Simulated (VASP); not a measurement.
# YB6 (Pm-3m) in VASP: further runs, part 2 of 2

VASP 6.6.1. Earlier steps stand in the parts before.

## Step 4: Single point, LDA

This run uses another cell than the first one, of 10.54 Å³/atom, 1.060 times its volume.

INCAR reads:

```
SYSTEM = YB6
ALGO = Normal
EDIFF = 1E-7
ENCUT = 520
ISIF = 2
ISMEAR = 1
LASPH = .TRUE.
LCHARG = .FALSE.
LREAL = .FALSE.
LWAVE = .FALSE.
NBANDS = 24
NELM = 60
PREC = Accurate
SIGMA = 0.15
```

KPOINTS reads:

```
k-points
0
G
  7 7 7
  0 0 0
```

POSCAR reads:

```
YB6
1.0
    4.1936675386      0.0000000000      0.0000000000
    0.0000000000      4.1936675386      0.0000000000
    0.0000000000      0.0000000000      4.1936675386
Y B
1 6
Direct
    0.0000000000      0.0000000000      0.0000000000
    0.2070000000      0.5000000000      0.5000000000
    0.5000000000      0.2070000000      0.5000000000
    0.7930000000      0.5000000000      0.5000000000
    0.5000000000      0.7930000000      0.5000000000
    0.5000000000      0.5000000000      0.2070000000
    0.5000000000      0.5000000000      0.7930000000
```

Potentials or basis: VASP PAW LDA potentials, release 64 (Y_sv, B).

Started as:

```sh
$ cat potpaw_LDA.64/Y_sv/POTCAR potpaw_LDA.64/B/POTCAR > POTCAR
$ mpirun -np 1 vasp_std > vasp.out
```

OUTCAR:

```text
SYSTEM = YB6
   EDIFF = 1E-7
   ENCUT = 520
   ISIF = 2
   ISMEAR = 1
   LASPH = .TRUE.
   LREAL = .FALSE.
   NELM = 60
   PREC = Accurate

 ion  position               nearest neighbor table
   1  0.000  0.000  0.000-   2 3.09   3 3.09   4 3.09   5 3.09   6 3.09   7 3.09   2 3.09   3 3.09
                             4 3.09   5 3.09   2 3.09   4 3.09   6 3.09   7 3.09   2 3.09   4 3.09
   2  0.207  0.500  0.500-   4 1.74   3 1.74   5 1.74   6 1.74   7 1.74   1 3.09   1 3.09   1 3.09
                             1 3.09
   3  0.500  0.207  0.500-   5 1.74   4 1.74   2 1.74   6 1.74   7 1.74   1 3.09   1 3.09   1 3.09
                             1 3.09
   4  0.793  0.500  0.500-   2 1.74   3 1.74   5 1.74   6 1.74   7 1.74   1 3.09   1 3.09   1 3.09
                             1 3.09
   5  0.500  0.793  0.500-   3 1.74   2 1.74   4 1.74   6 1.74   7 1.74   1 3.09   1 3.09   1 3.09
                             1 3.09
   6  0.500  0.500  0.207-   7 1.74   3 1.74   4 1.74   5 1.74   2 1.74   1 3.09   1 3.09   1 3.09
                             1 3.09
   7  0.500  0.500  0.793-   6 1.74   3 1.74   4 1.74   5 1.74   2 1.74   1 3.09   1 3.09   1 3.09
                             1 3.09

  LATTYP: Found a simple cubic cell.
 ALAT       =     4.1936675386

  Lattice vectors:

 A1 = (   4.1936675386,   0.0000000000,   0.0000000000)
 A2 = (   0.0000000000,   4.1936675386,   0.0000000000)
 A3 = (   0.0000000000,   0.0000000000,   4.1936675386)

Analysis of symmetry for initial positions (statically):
=====================================================================
 Subroutine PRICEL returns:
 Original cell was already a primitive cell.

 Routine SETGRP: Setting up the symmetry group for a
 simple cubic supercell.

 Subroutine GETGRP returns: Found 48 space group operations
 (whereof 48 operations were pure point group operations)
 out of a pool of 48 trial point group operations.

The static configuration has the point symmetry O_h .

Analysis of symmetry for dynamics (positions and initial velocities):
=====================================================================
 Subroutine PRICEL returns:
 Original cell was already a primitive cell.

 Routine SETGRP: Setting up the symmetry group for a
 simple cubic supercell.

[... 137 lines left out ...]
   IVDW    =     0    specifies the selected vdW correction
   LEPSILON=     F    determine dielectric tensor
   LRPA    =     F    only Hartree local field effects (RPA)
 non-spin polarized calculation
 Methfessel and Paxton  Order N= 1 SIGMA  =   0.15
  energy-cutoff  :      520.00
  volume of cell :       73.75
 maximum number of plane-waves:      1999
 NGX is ok and might be reduce to    32
   NGX = 15   NGY = 15   NGZ = 15

 number of electron      29.0000000 magnetization

 Free energy of the ion-electron system (eV)
  ---------------------------------------------------
  ext. energy  EPLUGINS =         0.00000000
  ---------------------------------------------------
  free energy    TOTEN  =       -54.05739903 eV

  energy without entropy =      -54.05190020  energy(sigma->0) =      -54.05556609

 E-fermi :   6.0384     XC(G=0): -11.0256

 val. band max:        6.0178780142   @ k =   0.1429   0.1429   0.0000
 cond. band min:       6.0732434666   @ k =   0.4286   0.2857   0.1429
 fundamental gap:      0.0553654524
 Fermi energy:         6.0383876155

 k-point     1 :       0.0000    0.0000    0.0000
  band No.  band energies     occupation
      1     -38.1927      2.00000
      2     -18.2234      2.00000
      3     -18.2234      2.00000
      4     -18.2234      2.00000
      5      -9.8407      2.00000
      6      -2.3390      2.00000
[... 529 lines left out ...]
     23      11.8722      0.00000
     24      11.8722      0.00000

------------------------ aborting loop because EDIFF is reached ----------------------------------------

  FORCE on cell =-STRESS in cart. coord.  units (eV):
  Direction    XX          YY          ZZ          XY          YZ          ZX
  --------------------------------------------------------------------------------------
  -------------------------------------------------------------------------------------
  Total       -6.7564826     -6.7564826     -6.7564826      0.0000000      0.0000000     -0.0000000
  in kB     -146.7740408   -146.7740408   -146.7740408      0.0000000      0.0000000     -0.0000000
  external PRESSURE =    -146.7740408 kB  Pullay stress =       0.0000000 kB

 VOLUME and BASIS-vectors are now :
 -----------------------------------------------------------------------------
  energy-cutoff  :      520.00
  volume of cell :       73.75
      direct lattice vectors                 reciprocal lattice vectors
     4.193667539  0.000000000  0.000000000     0.238454763  0.000000000  0.000000000
     0.000000000  4.193667539  0.000000000     0.000000000  0.238454763  0.000000000
     0.000000000  0.000000000  4.193667539     0.000000000  0.000000000  0.238454763

 POSITION                                       TOTAL-FORCE (eV/Angst)
 -----------------------------------------------------------------------------------
      0.00000      0.00000      0.00000        -0.000000      0.000000     -0.000000
      0.86809      2.09683      2.09683        -1.494102      0.000000     -0.000000
      2.09683      0.86809      2.09683        -0.000000     -1.494102     -0.000000
      3.32558      2.09683      2.09683         1.494102      0.000000     -0.000000
      2.09683      3.32558      2.09683        -0.000000      1.494102     -0.000000
      2.09683      2.09683      0.86809        -0.000000     -0.000000     -1.494102
      2.09683      2.09683      3.32558        -0.000000     -0.000000      1.494102
 -----------------------------------------------------------------------------------
    total drift:                                0.000000     -0.000000     -0.000000

  FREE ENERGIE OF THE ION-ELECTRON SYSTEM (eV)
  ---------------------------------------------------
  free  energy   TOTEN  =       -54.0573990337 eV

  energy  without entropy=      -54.0519002026  energy(sigma->0) =      -54.05556609
```

OSZICAR:

```text
N       E                     dE             d eps       ncg     rms          rms(c)
DAV:   1     0.726033850316E+02    0.72603E+02   -0.13473E+04   960   0.111E+03
DAV:   2    -0.582254406441E+02   -0.13083E+03   -0.12529E+03  1272   0.236E+02
DAV:   3    -0.632192590513E+02   -0.49938E+01   -0.49523E+01  1480   0.380E+01
DAV:   4    -0.633073052495E+02   -0.88046E-01   -0.87920E-01  1368   0.442E+00
DAV:   5    -0.633085772222E+02   -0.12720E-02   -0.12719E-02  1352   0.453E-01    0.132E+01
DAV:   6    -0.549123330800E+02    0.83962E+01   -0.95197E+00  1184   0.193E+01    0.113E+01
DAV:   7    -0.540989603954E+02    0.81337E+00   -0.51927E+00  1216   0.104E+01    0.110E+01
DAV:   8    -0.544782402867E+02   -0.37928E+00   -0.26030E+00  1104   0.804E+00    0.285E+00
DAV:   9    -0.540563228785E+02    0.42192E+00   -0.10757E+00  1072   0.531E+00    0.420E-01
DAV:  10    -0.540604330197E+02   -0.41101E-02   -0.82296E-02  1192   0.133E+00    0.123E+00
DAV:  11    -0.540585295312E+02    0.19035E-02   -0.29860E-03  1120   0.314E-01    0.580E-01
DAV:  12    -0.540573917167E+02    0.11378E-02   -0.36816E-03  1168   0.303E-01    0.939E-02
DAV:  13    -0.540573991510E+02   -0.74343E-05   -0.36440E-04  1120   0.944E-02    0.213E-02
DAV:  14    -0.540573996835E+02   -0.53249E-06   -0.52648E-06  1256   0.126E-02    0.509E-03
DAV:  15    -0.540573992426E+02    0.44096E-06   -0.27849E-06  1112   0.872E-03    0.973E-03
DAV:  16    -0.540573990304E+02    0.21211E-06   -0.46766E-07  1160   0.356E-03    0.518E-03
DAV:  17    -0.540573990337E+02   -0.32851E-08   -0.34229E-08   592   0.888E-04
   1 F= -.54057399E+02 E0= -.54055566E+02  d E =-.549883E-02
```

stdout:

```text
POSCAR found type information on POSCAR Y B
 POSCAR found :  2 types and       7 ions
 scaLAPACK will be used
 LDA part: xc-table for (Slater(with rela. corr.)+CA(PZ))
 , standard interpolation
 POSCAR, INCAR and KPOINTS ok, starting setup
 FFT: planning ... GRIDC
 FFT: planning ... GRID_SOFT
 FFT: planning ... GRID
 WAVECAR not read
 entering main loop
```

Run time: 36 s. Hardware: 1 thread of Intel Xeon Platinum 8375C at 2.90GHz (Ice Lake), shared host; peak memory 0.18 GiB.

What came out:

```yaml
Free_energy: -54.0574 eV
Pressure: -14.7 GPa
Largest_force: 1.494 eV/Å
```

Forces in eV/Å, atoms in the order of the input:
```
Y    0.000  0.000  0.000
B   -1.494  0.000  0.000
B    0.000 -1.494  0.000
B    1.494  0.000  0.000
B    0.000  1.494  0.000
B    0.000  0.000 -1.494
B    0.000  0.000  1.494
```

Levels at points of the mesh, in eV from the Fermi level:
| k point | band 12 | band 13 | band 14 | band 15 | band 16 | band 17 |
| --- | --- | --- | --- | --- | --- | --- |
| (0.00, 0.00, 0.00) | -2.26 | -2.26 | -2.26 | 0.86 | 0.86 | 1.34 |

Caveat: forces of over 1 eV/Å act on the atoms, so gaps and moduli don't describe the material at rest.

## Step 5: Summary

```csv
cell,gap on the mesh (eV),pressure (GPa),largest force (eV/Å)
"a = 4.113 Å, 7 atoms",none,-6.2,1.98
"a = 4.154 Å, 7 atoms",none,-10.7,1.73
"a = 4.194 Å, 7 atoms",none,-14.7,1.49
```

Alike in all rows: task single point; level LDA; potentials or basis VASP PAW LDA potentials, release 64 (Y_sv, B); no spin polarisation; k mesh 7 × 7 × 7; cutoff (eV) 520; smearing methfessel-paxton 0.15 eV.

Caveats: forces of over 1 eV/Å act on the atoms, so gaps and moduli don't describe the material at rest.

Absolute energies hang on the potentials; compare differences alone.
